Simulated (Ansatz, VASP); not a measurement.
# Two plane-wave programs on Te

The input POSCAR:

```
Te
1.0
    4.1661638710      0.0000000000      0.0000000000
   -2.0830819355      3.6080037487      0.0000000000
    0.0000000000      0.0000000000      4.5015795751
Te
2
Direct
    0.3333333333      0.6666666667      0.2500000000
    0.6666666667      0.3333333333      0.7500000000
```

File INCAR.step1:

```
PREC = Accurate ; ENCUT = 520
ISMEAR = -1 ; SIGMA = 0.1
LREAL = False ; LASPH = True
NELM = 60 ; NBANDS = 13
GGA = PE ; ALGO = Normal
EDIFF = 1E-4 ; LWAVE = True
LCHARG = False
```

File INCAR.step2:

```
PREC = Accurate ; ENCUT = 520
EDIFF = 1E-6 ; ISMEAR = -1
SIGMA = 0.1 ; LREAL = False
LASPH = True ; NELM = 60
ALGO = Normal ; ISIF = 2
LWAVE = False ; LCHARG = False
METAGGA = R2SCAN ; LMIXTAU = True
NBANDS = 13 ; ISTART = 1
```

The input KPOINTS:

```
regular mesh
0
Gamma
  10 10 8
```

Input for Ansatz:

```yaml
crystal:
  lattice:
    - [4.166163871, 0.0, 0.0]
    - [-2.0830819355, 3.6080037487, 0.0]
    - [0.0, 0.0, 4.5015795751]
  atoms:
    - { symbol: Te, position: [0.3333333333, 0.6666666667, 0.25] }
    - { symbol: Te, position: [0.6666666667, 0.3333333333, 0.75] }
hamiltonian:
  xc: r2scan
  pseudopotentials:
    kind: paw
    azcp:
      Te: "pseudopotentials/Te.paw.azcp"
basis:
  ecutwfc: 500
  fft_grid_basis: typed
kpoints:
  mp_grid: { grid: [10, 10, 8], shift: [0, 0, 0] }
magnetization:
  spin_polarized: false
scf:
  occupations: { method: fermi_dirac, width: 0.1 }
  lower_state_search: "off"
output:
  stress: true
```

Alike in both runs: task single point; functional r2SCAN; k mesh 10 × 10 × 8; occupations fermi-dirac, width 0.1 eV; no spin polarisation.

|  | VASP | Ansatz |
| --- | --- | --- |
| version | VASP 6.6.1 | Ansatz 0.2.0 |
| potentials or method | VASP PAW PBE potentials, release 64 (Te), cutoff 520 eV | plane waves (500 eV) with PAW, scalar-relativistic |
| valence electrons in the cell | 12 | 32 |

VASP gave:

| Property | Result |
| --- | --- |
| pressure (GPa) | -3.5 |
| traceless stress, the component that is largest in VASP (GPa) | -1.49 |

What did Ansatz give for the same quantities?

Pressure (GPa): -3.5; traceless stress, the component that is largest in VASP (GPa): -1.48.

VASP's potentials were made for PBE, not for r2SCAN. The functional is the same, so the differences come from potentials, cutoffs and numerics. VASP's potentials hold 12 valence electrons a cell and Ansatz's 32, so a difference there can come from the potentials and not from the codes.

Neither program's run includes spin-orbit coupling.
